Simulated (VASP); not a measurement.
# Fe2Ge (P6/mmm) in VASP: a series of runs

Fe2Ge is run at these levels: PBEsol; tasks: single point, relaxation of cell and atoms.

Everything below comes from runs of VASP 6.6.1. Logs are shortened: lines on timing, memory, paths and dates and some standing lists are left out, and cuts for length are marked.

## 1. The cell of the first run

It takes space group P6/mmm (No. 191, hexagonal). The conventional cell has a = 4.040 Å, b = 4.040 Å, c = 2.596 Å, α = 90.00°, β = 90.00°, γ = 120.00°. Fe (site symmetry -6m2) has 5 Fe at 2.33 to 2.60 Å and 6 Ge at 2.67 Å within 3.1 Å. Within 3.4 Å of Ge (site symmetry 6/mmm) lie 2 Ge at 2.60 Å and 12 Fe at 2.67 Å.

## 2. Single point, PBEsol, collinear spin, ferromagnetic start

INCAR

```
  ALGO = Normal
  EDIFF = 1E-6
  ENCUT = 520
  GGA = PS
  ISIF = 2
  ISMEAR = -1
  ISPIN = 2
  LASPH = True
  LCHARG = True
  LELF = True
  LMAXMIX = 4
  LORBIT = 11
  LREAL = False
  LVHAR = True
  LWAVE = False
  MAGMOM = 3.5 3.5 0
  NBANDS = 26
  NELM = 150
  PREC = Accurate
  SIGMA = 0.05
```

KPOINTS

```
k-points
0
Gamma
  6 6 8
```

POSCAR

```
Fe2Ge
1.0
    4.0401750790      0.0000000000      0.0000000000
   -2.0200875395      3.4988942541      0.0000000000
    0.0000000000      0.0000000000      2.5959321132
Fe Ge
2 1
Direct
    0.6666666667      0.3333333333      0.5000000000
    0.3333333333      0.6666666667      0.5000000000
    0.0000000000      0.0000000000      0.0000000000
```

Potentials or basis: VASP PAW PBE potentials, release 64 (Fe, Ge_d).

The run is started by

```
$ cat potpaw_PBE.64/Fe/POTCAR potpaw_PBE.64/Ge_d/POTCAR > POTCAR
$ mpirun -np 1 vasp_std > vasp.out
```

OUTCAR:

```text
EDIFF = 1E-6
   ENCUT = 520
   GGA = PS
   ISIF = 2
   ISMEAR = -1
   ISPIN = 2
   LASPH = True
   LORBIT = 11
   LREAL = False
   NELM = 150
   PREC = Accurate

 ion  position               nearest neighbor table
   1  0.667  0.333  0.500-   2 2.33   2 2.33   2 2.33   3 2.67   3 2.67   3 2.67   3 2.67   3 2.67
                             3 2.67
   2  0.333  0.667  0.500-   1 2.33   1 2.33   1 2.33   3 2.67   3 2.67   3 2.67   3 2.67   3 2.67
                             3 2.67
   3  0.000  0.000  0.000-   1 2.67   2 2.67   1 2.67   2 2.67   2 2.67   2 2.67   1 2.67   1 2.67
                             1 2.67   1 2.67   2 2.67   2 2.67

  LATTYP: Found a hexagonal cell.
 ALAT       =     4.0401750790
 C/A-ratio  =     0.6425296089

  Lattice vectors:

 A1 = (   4.0401750790,   0.0000000000,   0.0000000000)
 A2 = (  -2.0200875395,   3.4988942541,   0.0000000000)
 A3 = (   0.0000000000,   0.0000000000,   2.5959321132)

Analysis of symmetry for initial positions (statically):
=====================================================================
 Subroutine PRICEL returns:
 Original cell was already a primitive cell.

 Routine SETGRP: Setting up the symmetry group for a
 hexagonal supercell.

 Subroutine GETGRP returns: Found 24 space group operations
 (whereof 24 operations were pure point group operations)
 out of a pool of 24 trial point group operations.

The static configuration has the point symmetry D_6h.

Analysis of symmetry for dynamics (positions and initial velocities):
=====================================================================
 Subroutine PRICEL returns:
 Original cell was already a primitive cell.

 Routine SETGRP: Setting up the symmetry group for a
 hexagonal supercell.

 Subroutine GETGRP returns: Found 24 space group operations
 (whereof 24 operations were pure point group operations)
 out of a pool of 24 trial point group operations.

The dynamic configuration has the point symmetry D_6h.

Analysis of structural, dynamic, and magnetic symmetry:
=====================================================================
 Subroutine PRICEL returns:
 Original cell was already a primitive cell.

 Routine SETGRP: Setting up the symmetry group for a
 hexagonal supercell.

 Subroutine GETGRP returns: Found 24 space group operations
 (whereof 24 operations were pure point group operations)
 out of a pool of 24 trial point group operations.

The overall configuration has the point symmetry D_6h.

 Subroutine INISYM returns: Found 24 space group operations
 (whereof 24 operations are pure point group operations),
 and found     1 'primitive' translations

----------------------------------------------------------------------------------------

                                     Primitive cell

  volume of cell :      36.6965

  direct lattice vectors                    reciprocal lattice vectors
     4.040175079  0.000000000  0.000000000     0.247514026  0.142902290  0.000000000
    -2.020087539  3.498894254  0.000000000     0.000000000  0.285804579  0.000000000
     0.000000000  0.000000000  2.595932113     0.000000000  0.000000000  0.385218086

  length of vectors
     4.040175079  4.040175079  2.595932113     0.285804579  0.285804579  0.385218086

  position of ions in fractional coordinates (direct lattice)
     0.666666667  0.333333333  0.500000000
     0.333333333  0.666666667  0.500000000
     0.000000000  0.000000000  0.000000000

  ion indices of the primitive-cell ions
   primitive index   ion index
                 1           1
                 2           2
                 3           3

----------------------------------------------------------------------------------------

 KPOINTS: k-points

Automatic generation of k-mesh.
 Grid dimensions read from file:
 generate k-points for:    6    6    8

 Generating k-lattice:

  Cartesian coordinates                     Fractional coordinates (reciprocal lattice)
     0.041252338  0.023817048  0.000000000     0.166666667  0.000000000  0.000000000
     0.000000000  0.047634097  0.000000000     0.000000000  0.166666667  0.000000000
     0.000000000  0.000000000  0.048152261     0.000000000  0.000000000  0.125000000

  Length of vectors
     0.047634097  0.047634097  0.048152261

  Shift w.r.t. Gamma in fractional coordinates (k-lattice)
     0.000000000  0.000000000  0.000000000

 Subroutine IBZKPT returns following result:
 ===========================================

 Found     35 irreducible k-points:

 Following reciprocal coordinates:
            Coordinates               Weight
  0.000000  0.000000  0.000000      1.000000
  0.166667 -0.000000  0.000000      6.000000
  0.333333  0.000000  0.000000      6.000000
  0.500000  0.000000  0.000000      3.000000
  0.166667  0.166667  0.000000      6.000000
  0.333333  0.166667  0.000000     12.000000
[... 16 lines left out ...]
  0.166667 -0.000000  0.375000     12.000000
  0.333333  0.000000  0.375000     12.000000
 [... further k-points ...]
   k-points           NKPTS =     35   k-points in BZ     NKDIM =     35   number of bands    NBANDS=     26
   number of dos      NEDOS =    301   number of ions     NIONS =      3
   total plane-waves  NPLWV =  18000
   dimension x,y,z NGX =    30 NGY =   30 NGZ =   20
   dimension x,y,z NGXF=    60 NGYF=   60 NGZF=   40
   ions per type =               2   1
   NGX,Y,Z   is equivalent  to a cutoff of  12.34, 12.34, 12.81 a.u.
   NGXF,Y,Z  is equivalent  to a cutoff of  24.69, 24.69, 25.62 a.u.
 SYSTEM =  unknown system
   PREC   = accura    normal or accurate (medium, high low for compatibility)
   ISTART =      0    job   : 0-new  1-cont  2-samecut
   ICHARG =      2    charge: 1-file 2-atom 10-const
   ISPIN  =      2    spin polarized calculation?
   LNONCOLLINEAR =      F non collinear calculations
   LSORBIT =      F    spin-orbit coupling
   LASPH  =      T    aspherical Exc in radial PAW
   ENCUT  =  520.0 eV  38.22 Ry    6.18 a.u.   7.51  7.51  4.83*2*pi/ulx,y,z
   NELM   =    150;   NELMIN=  2; NELMDL= -5     # of ELM steps
   EDIFF  = 0.1E-05   stopping-criterion for ELM
   LREAL  =      F    real-space projection
   EDIFFG = 0.1E-04   stopping-criterion for IOM
   NSW    =      0    number of steps for IOM
   IBRION =     -1    ionic relax: 0-MD 1-quasi-New 2-CG
   NFREE  =      0    steps in history (QN), initial steepest desc. (CG)
   ISIF   =      2    stress and relaxation
   ISYM   =      2    0-nonsym 1-usesym 2-fastsym
   POTIM  = 0.5000    time-step for ionic-motion
   TEBEG  =    0.0;   TEEND  =   0.0 temperature during run
   PSTRESS=    0.0 pullay stress
   NELECT =      30.0000    total number of electrons
   NUPDOWN=      -1.0000    fix difference up-down
   EMIN   =  10.00;   EMAX   =-10.00  energy-range for DOS
   EFERMI =   0.00;   METHOD = LEGACY
   ISMEAR =    -1;   SIGMA  =   0.05  broadening in eV -4-tet -1-fermi 0-gaus
   EFERMI_NEDOS =   21; number of points for ismear=-14 and -15
   IALGO  =     38    algorithm
   IMIX   =      4    mixing-type and parameters
     AMIX     =   0.40;   BMIX     =  1.00
     AMIX_MAG =   1.60;   BMIX_MAG =  1.00
  volume/ion in A,a.u.               =      12.23        82.55
  Fermi-wavevector in a.u.,A,eV,Ry     =   1.530760  2.892717 31.881532  2.343227
  Thomas-Fermi vector in A             =   2.638198
   LORBIT       =     11    0 simple, 1 ext, 2 COOP (PROOUT), +10 PAW based schemes
   GGA     = PS    functional components
   LHFCALC =     F    Hartree Fock is set to
   AEXX    =    0.0000 exact exchange contribution
   IVDW    =     0    specifies the selected vdW correction
   LEPSILON=     F    determine dielectric tensor
   LRPA    =     F    only Hartree local field effects (RPA)
 spin polarized calculation
  energy-cutoff  :      520.00
  volume of cell :       36.70
 maximum number of plane-waves:      1002
   NGX = 15   NGY = 15   NGZ =  9

 number of electron      30.0000018 magnetization       4.3212327

 Free energy of the ion-electron system (eV)
  ---------------------------------------------------
  ext. energy  EPLUGINS =         0.00000000
  ---------------------------------------------------
  free energy    TOTEN  =       -22.17912608 eV

  energy without entropy =      -22.15190661  energy(sigma->0) =      -22.16551635

 E-fermi :   7.9438     XC(G=0): -13.1546

 val. band max:        7.9309389479   @ k =   0.3333   0.0000   0.3750
 cond. band min:       7.9439489810   @ k =   0.1667  -0.0000   0.1250
 fundamental gap:      0.0130100331
 Fermi energy:         7.9438427420

 spin component 1

 k-point     1 :       0.0000    0.0000    0.0000
  band No.  band energies     occupation
      1     -17.3118      1.00000
      2     -17.0680      1.00000
      3     -17.0680      1.00000
      4     -17.0662      1.00000
      5     -17.0662      1.00000
      6      -5.2305      1.00000
[... 18 lines left out ...]
     25      28.3568      0.00000
     26      29.0350      0.00000
[... 644 lines left out ...]
      4     -17.0523      1.00000
      5     -17.0474      1.00000
      6      -1.4110      1.00000
[... 18 lines left out ...]
     25      19.9118      0.00000
     26      23.6642      0.00000

 [... further k-points ...]

 spin component 2

 k-point     1 :       0.0000    0.0000    0.0000
  band No.  band energies     occupation
      1     -17.3171      1.00000
      2     -17.0674      1.00000
      3     -17.0674      1.00000
      4     -17.0641      1.00000
      5     -17.0641      1.00000
      6      -5.1243      1.00000
[... 18 lines left out ...]
     25      28.9490      0.00000
     26      29.1600      0.00000
[... 644 lines left out ...]
      4     -17.0517      1.00000
      5     -17.0504      1.00000
      6      -1.2699      1.00000
[... 18 lines left out ...]
     25      20.5933      0.00000
     26      24.1815      0.00000

 [... further k-points ...]

------------------------ aborting loop because EDIFF is reached ----------------------------------------

  FORCE on cell =-STRESS in cart. coord.  units (eV):
  Direction    XX          YY          ZZ          XY          YZ          ZX
  --------------------------------------------------------------------------------------
  -------------------------------------------------------------------------------------
  Total        0.0165491      0.0165491      0.0458472      0.0000000      0.0000000      0.0000000
  in kB        0.7225366      0.7225366      2.0016995      0.0000000      0.0000000      0.0000000
  external PRESSURE =       1.1489243 kB  Pullay stress =       0.0000000 kB

 VOLUME and BASIS-vectors are now :
 -----------------------------------------------------------------------------
  energy-cutoff  :      520.00
  volume of cell :       36.70
      direct lattice vectors                 reciprocal lattice vectors
     4.040175079  0.000000000  0.000000000     0.247514026  0.142902290  0.000000000
    -2.020087539  3.498894254  0.000000000     0.000000000  0.285804579  0.000000000
     0.000000000  0.000000000  2.595932113     0.000000000  0.000000000  0.385218086

 POSITION                                       TOTAL-FORCE (eV/Angst)
 -----------------------------------------------------------------------------------
      2.02009      1.16630      1.29797         0.000000      0.000000      0.000000
     -0.00000      2.33260      1.29797        -0.000000      0.000000     -0.000000
      0.00000      0.00000      0.00000        -0.000000      0.000000      0.000000
 -----------------------------------------------------------------------------------
    total drift:                                0.000000      0.000000      0.000000

  FREE ENERGIE OF THE ION-ELECTRON SYSTEM (eV)
  ---------------------------------------------------
  free  energy   TOTEN  =       -22.1791260815 eV

  energy  without entropy=      -22.1519066120  energy(sigma->0) =      -22.16551635

 total charge

# of ion       s       p       d       tot
------------------------------------------
    1        0.444   0.486   6.411   7.342
    2        0.444   0.486   6.411   7.342
    3        1.076   1.234  10.112  12.423
--------------------------------------------------
tot          1.965   2.206  22.935  27.106

 magnetization (x)

# of ion       s       p       d       tot
------------------------------------------
    1        0.000   0.012   2.119   2.131
    2        0.000   0.012   2.119   2.131
    3        0.021  -0.051   0.003  -0.027
--------------------------------------------------
tot          0.022  -0.026   4.240   4.236
```

Wall time 2 min (1 thread of Intel Xeon 8259CL, shared host); peak memory 0.19 GiB.

Results:

| Item | Value |
| --- | --- |
| Free energy | -22.1791 eV |
| Pressure | 0.1 GPa |
| Net moment | 4.32 μB per cell |
| Site moments | Fe +2.13; Ge -0.03 μB |
| Valence electrons inside the program's atomic spheres | Fe 7.34; Ge 12.42 |

Stress tensor (GPa, compression positive):
```
0.07 0.00 0.00
0.00 0.07 0.00
0.00 0.00 0.20
```

Levels at points of the mesh, in eV from the Fermi level:
Spin up:
```
           k point  band 15  band 16  band 17  band 18  band 19  band 20
(0.00, 0.00, 0.00)    -1.19    -1.19     0.83     2.50     2.50     3.17
(0.50, 0.00, 0.00)    -1.42    -1.12    -1.03    -0.64     2.67     9.67
(0.00, 0.00, 0.50)    -2.30    -0.34     0.01     3.98     3.98     5.27
(0.50, 0.00, 0.50)    -0.87    -0.42    -0.31     0.18     2.55     3.89
```
Spin down:
| k point | band 11 | band 12 | band 13 | band 14 | band 15 | band 16 |
| --- | --- | --- | --- | --- | --- | --- |
| (0.00, 0.00, 0.00) | -1.32 | -1.32 | 0.23 | 0.23 | 1.30 | 1.36 |
| (0.50, 0.00, 0.00) | -1.71 | -1.61 | 0.03 | 0.14 | 0.77 | 1.10 |
| (0.00, 0.00, 0.50) | -1.34 | -1.11 | -1.11 | -0.53 | -0.53 | 1.13 |
| (0.50, 0.00, 0.50) | -1.61 | -1.45 | 0.51 | 0.72 | 1.11 | 1.46 |

Caveat: the PAW data sets were made with another functional, which shifts forces and pressure a little.

(Part 1 of 2 ends here.)
